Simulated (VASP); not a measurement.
TiAl3:

```
Ti Al
1.0
     3.84809    0.00000    0.00000
     0.00000    3.84809    0.00000
     0.00000    0.00000    3.84809
Ti Al
1 3
Cartesian
  0.0000 0.0000 0.0000
  1.9240 0.0000 1.9240
  0.0000 1.9240 1.9240
  1.9240 1.9240 0.0000
```

```yaml
Program: VASP 6.6.1
Task: relaxation of cell and atoms
Functional: PBE
Potentials_or_basis: VASP PAW PBE potentials, release 64 (Ti_sv, Al)
Cutoff: 600 eV
k_mesh: 4 × 4 × 4
Occupations: gaussian, width 0.1 eV
Spin: no spin polarisation
```

At the start: pressure 13.1 GPa; volume 14.25 Å³/atom.

Question: Where does the relaxation end?

Answer: Over 3 steps the energy falls by 57.5 meV/atom and the volume is 15.77 Å³/atom (+10.7 %); space group Pm-3m (No. 221, to 0.05 Å).

The path:
```
step  energy change (eV)  largest force (eV/Å)  pressure (GPa)  volume (Å³)
   1              0.0000                0.0000           13.14        56.98
   2             -0.1520                0.0000           -5.80        67.17
   3             -0.2298                0.0000           -0.03        63.10
```

Final structure:
```
CELL_PARAMETERS angstrom
3.98109 0.00000 0.00000
0.00000 3.98109 0.00000
0.00000 0.00000 3.98109
ATOMIC_POSITIONS crystal
Ti 0.00000 0.00000 0.00000
Al 0.50000 0.00000 0.50000
Al 0.00000 0.50000 0.50000
Al 0.50000 0.50000 0.00000
```

Caveat: the k points lie up to 0.39 Å⁻¹ apart in the final cell.
